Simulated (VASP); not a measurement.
# BaTaH5 (P4/mmm) in VASP: notebook, part 2 of 2

VASP 6.6.1. The steps go on from the part before.

## Step 3: Single point, PBE

This run uses another cell than the first one, of 11.23 Å³/atom, 0.872 times its volume.

INCAR reads:

```
SYSTEM = BaTaH5
ALGO = Normal ; EDIFF = 1E-6
ENCUT = 500 ; GGA = PE
GGA_COMPAT = .FALSE. ; ISIF = 2
ISMEAR = 0 ; LASPH = .TRUE.
LCHARG = .TRUE. ; LELF = .TRUE.
LREAL = .FALSE. ; LVHAR = .TRUE.
LWAVE = .FALSE. ; NBANDS = 23
NELM = 120 ; PREC = Accurate
SIGMA = 0.1
```

KPOINTS reads:

```
k-points
0
G
  4 4 4
  0 0 0
```

POSCAR reads:

```
BaTaH5
1.0
    3.3697348577      0.0000000000      0.0000000000
    0.0000000000      3.3697348577      0.0000000000
    0.0000000000      0.0000000000      6.9220690857
Ba Ta H
1 1 5
Direct
    0.0000000000      0.0000000000      0.0000000000
    0.0000000000      0.0000000000      0.5000000000
    0.5000000000      0.5000000000      0.0000000000
    0.5000000000      0.0000000000      0.6588910455
    0.0000000000      0.5000000000      0.6588910455
    0.5000000000      0.0000000000      0.3411089545
    0.0000000000      0.5000000000      0.3411089545
```

Potentials or basis: VASP PAW PBE potentials, release 64 (Ba_sv, Ta_sv_GW, H).

Run with:

```console
> cat potpaw_PBE.64/Ba_sv/POTCAR potpaw_PBE.64/Ta_sv_GW/POTCAR potpaw_PBE.64/H/POTCAR > POTCAR
> mpirun -np 1 vasp_std > vasp.out
```

OUTCAR:

```text
SYSTEM = BaTaH5
   EDIFF = 1E-6
   ENCUT = 500
   GGA = PE
   ISIF = 2
   ISMEAR = 0
   LASPH = .TRUE.
   LREAL = .FALSE.
   NELM = 120
   PREC = Accurate

 ion  position               nearest neighbor table
   1  0.000  0.000  0.000-   3 2.38   3 2.38   3 2.38   3 2.38   2 3.46   2 3.46
   2  0.000  0.000  0.500-   4 2.01   5 2.01   6 2.01   7 2.01   5 2.01   7 2.01   4 2.01   6 2.01
                             1 3.46   1 3.46
   3  0.500  0.500  0.000-   1 2.38   1 2.38   1 2.38   1 2.38
   4  0.500  0.000  0.659-   2 2.01   2 2.01
   5  0.000  0.500  0.659-   2 2.01   2 2.01
   6  0.500  0.000  0.341-   2 2.01   2 2.01
   7  0.000  0.500  0.341-   2 2.01   2 2.01

  LATTYP: Found a simple tetragonal cell.
 ALAT       =     3.3697348577
 C/A-ratio  =     2.0541880528

  Lattice vectors:

 A1 = (   3.3697348577,   0.0000000000,   0.0000000000)
 A2 = (   0.0000000000,   3.3697348577,   0.0000000000)
 A3 = (   0.0000000000,   0.0000000000,   6.9220690857)

Analysis of symmetry for initial positions (statically):
=====================================================================
 Subroutine PRICEL returns:
 Original cell was already a primitive cell.

 Routine SETGRP: Setting up the symmetry group for a
 simple tetragonal supercell.

 Subroutine GETGRP returns: Found 16 space group operations
 (whereof 16 operations were pure point group operations)
 out of a pool of 16 trial point group operations.

The static configuration has the point symmetry D_4h.

Analysis of symmetry for dynamics (positions and initial velocities):
=====================================================================
 Subroutine PRICEL returns:
 Original cell was already a primitive cell.

 Routine SETGRP: Setting up the symmetry group for a
 simple tetragonal supercell.

[... 128 lines left out ...]
  volume/ion in A,a.u.               =      11.23        75.77
  Fermi-wavevector in a.u.,A,eV,Ry     =   1.160518  2.193060 18.324340  1.346801
  Thomas-Fermi vector in A             =   2.297099
   LORBIT       =      0    0 simple, 1 ext, 2 COOP (PROOUT), +10 PAW based schemes
   GGA     = PE    functional components
   LHFCALC =     F    Hartree Fock is set to
   AEXX    =    0.0000 exact exchange contribution
   IVDW    =     0    specifies the selected vdW correction
   LEPSILON=     F    determine dielectric tensor
   LRPA    =     F    only Hartree local field effects (RPA)
 non-spin polarized calculation
 Gauss-broadening in eV      SIGMA  =   0.10
  energy-cutoff  :      500.00
  volume of cell :       78.60
 maximum number of plane-waves:      2024
 NGX is ok and might be reduce to    28
   NGX = 13   NGY = 13   NGZ = 25

 number of electron      27.9999998 magnetization

 Free energy of the ion-electron system (eV)
  ---------------------------------------------------
  ext. energy  EPLUGINS =         0.00000000
  ---------------------------------------------------
  free energy    TOTEN  =       -33.03063170 eV

  energy without entropy =      -33.01930096  energy(sigma->0) =      -33.02496633

 E-fermi :   3.8148     XC(G=0):  -9.9358

 val. band max:        3.7474029139   @ k =   0.0000   0.0000   0.2500
 cond. band min:       3.8281174854   @ k =   0.5000   0.2500   0.2500
 fundamental gap:      0.0807145715
 Fermi energy:         3.8148049847

 k-point     1 :       0.0000    0.0000    0.0000
  band No.  band energies     occupation
      1     -64.7293      2.00000
      2     -31.0715      2.00000
      3     -31.0715      2.00000
      4     -31.0407      2.00000
      5     -24.0936      2.00000
      6      -9.4550      2.00000
[... 457 lines left out ...]
     22      10.5765      0.00000
     23      10.7916      0.00000

------------------------ aborting loop because EDIFF is reached ----------------------------------------

  FORCE on cell =-STRESS in cart. coord.  units (eV):
  Direction    XX          YY          ZZ          XY          YZ          ZX
  --------------------------------------------------------------------------------------
  -------------------------------------------------------------------------------------
  Total        0.4641010      0.4641010      0.2162125      0.0000000     -0.0000000      0.0000000
  in kB        9.4601000      9.4601000      4.4072124      0.0000000     -0.0000000      0.0000000
  external PRESSURE =       7.7758041 kB  Pullay stress =       0.0000000 kB

 VOLUME and BASIS-vectors are now :
 -----------------------------------------------------------------------------
  energy-cutoff  :      500.00
  volume of cell :       78.60
      direct lattice vectors                 reciprocal lattice vectors
     3.369734858  0.000000000  0.000000000     0.296759253  0.000000000  0.000000000
     0.000000000  3.369734858  0.000000000     0.000000000  0.296759253  0.000000000
     0.000000000  0.000000000  6.922069086     0.000000000  0.000000000  0.144465475

 POSITION                                       TOTAL-FORCE (eV/Angst)
 -----------------------------------------------------------------------------------
      0.00000      0.00000      0.00000        -0.000000     -0.000000     -0.000000
      0.00000      0.00000      3.46103        -0.000000     -0.000000     -0.000000
      1.68487      1.68487      0.00000        -0.000000     -0.000000     -0.000000
      1.68487      0.00000      4.56089        -0.000000     -0.000000     -0.008199
      0.00000      1.68487      4.56089         0.000000      0.000000     -0.008199
      1.68487      0.00000      2.36118         0.000000     -0.000000      0.008199
      0.00000      1.68487      2.36118        -0.000000      0.000000      0.008199
 -----------------------------------------------------------------------------------
    total drift:                               -0.000000      0.000000      0.000000

  FREE ENERGIE OF THE ION-ELECTRON SYSTEM (eV)
  ---------------------------------------------------
  free  energy   TOTEN  =       -33.0306317023 eV

  energy  without entropy=      -33.0193009580  energy(sigma->0) =      -33.02496633
```

OSZICAR:

```text
N       E                     dE             d eps       ncg     rms          rms(c)
[... 11 lines left out ...]
DAV:  12    -0.330386940484E+02    0.56055E-02   -0.25825E-03  1085   0.287E-01    0.196E+01
DAV:  13    -0.330362921103E+02    0.24019E-02   -0.91334E-04  1003   0.168E-01    0.161E+01
DAV:  14    -0.330318937427E+02    0.43984E-02   -0.48086E-03  1017   0.403E-01    0.850E+00
DAV:  15    -0.330308302443E+02    0.10635E-02   -0.20830E-03  1058   0.253E-01    0.334E+00
DAV:  16    -0.330306488915E+02    0.18135E-03   -0.32880E-04  1109   0.107E-01    0.114E+00
DAV:  17    -0.330306288796E+02    0.20012E-04   -0.79152E-05  1057   0.491E-02    0.311E-01
DAV:  18    -0.330306309381E+02   -0.20585E-05   -0.16434E-05  1028   0.235E-02    0.496E-02
DAV:  19    -0.330306317023E+02   -0.76417E-06   -0.15812E-06   846   0.650E-03
   1 F= -.33030632E+02 E0= -.33024966E+02  d E =-.113307E-01
```

stdout:

```text
POSCAR found type information on POSCAR BaTaH
 POSCAR found :  3 types and       7 ions
 scaLAPACK will be used
 LDA part: xc-table for (Slater+PW92), standard interpolation
 POSCAR, INCAR and KPOINTS ok, starting setup
 FFT: planning ... GRIDC
 FFT: planning ... GRID_SOFT
 FFT: planning ... GRID
 WAVECAR not read
 entering main loop
```

Run time: 64 s. Hardware: 1 thread of AMD EPYC 7R43 (Zen 3), shared host; peak memory 0.17 GiB.

Results:

```yaml
Free_energy: -33.0306 eV
Pressure: 0.8 GPa
Largest_force: 0.008 eV/Å
Band_gap_on_the_k_mesh: zero (band 14 reaches 4.34 eV, above the bottom of band 15 at 3.17 eV)
```

Forces in eV/Å, atoms in the order of the input:
```
Ba   0.000  0.000  0.000
Ta   0.000  0.000  0.000
H    0.000  0.000  0.000
H    0.000  0.000 -0.008
H    0.000  0.000 -0.008
H    0.000  0.000  0.008
H    0.000  0.000  0.008
```

Stress tensor (GPa, compression positive):
```
0.95 0.00 0.00
0.00 0.95 0.00
0.00 0.00 0.44
```

Caveat: the k points lie up to 0.47 Å⁻¹ apart; spin-orbit coupling is left out, which moves the levels of the heavy elements.
